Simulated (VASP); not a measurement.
A run of VASP 6.6.1 is set up as follows.

Contents of INCAR:

```
SYSTEM = TePb
ALGO     = Normal         ! electronic algorithm
EDIFF    = 1E-6           ! SCF threshold, eV
ENCUT    = 500            ! plane-wave cutoff, eV
GGA      = PS             ! functional
GGA_COMPAT= .FALSE.      
ISIF     = 2              ! what is computed and relaxed
ISMEAR   = -1             ! smearing method
IVDW     = 12             ! dispersion correction
LASPH    = .TRUE.         ! aspherical terms in the spheres
LCHARG   = .FALSE.        ! write CHGCAR
LREAL    = .FALSE.        ! projectors in reciprocal space
LWAVE    = .FALSE.        ! write WAVECAR
NBANDS   = 17             ! bands
NELM     = 120            ! most SCF steps
PREC     = Accurate       ! precision mode
SIGMA    = 0.0309         ! smearing width, eV
```

Contents of KPOINTS:

```
k-points
0
G
  5 5 5
  0 0 0
```

File POSCAR:

```
TePb
1.0
    0.0000000000      3.1329470000      3.1329470000
    3.1329470000      0.0000000000      3.1329470000
    3.1329470000      3.1329470000      0.0000000000
Pb Te
1 1
Direct
    0.0000000000      0.0000000000      0.0000000000
    0.5000000000      0.5000000000      0.5000000000
```

Potentials or basis: VASP PAW PBE potentials, release 64 (Pb_d, Te).

Command:

```sh
$ cat potpaw_PBE.64/Pb_d/POTCAR potpaw_PBE.64/Te/POTCAR > POTCAR
$ mpirun -np 1 vasp_std > vasp.out
```

Task: Predict the pressure.

Result: 2.1 GPa.

Task: What does it give for the dispersion energy per atom?

Result: -0.443 eV.

Caveat: the PAW data sets were made with another functional, which shifts forces and pressure a little.
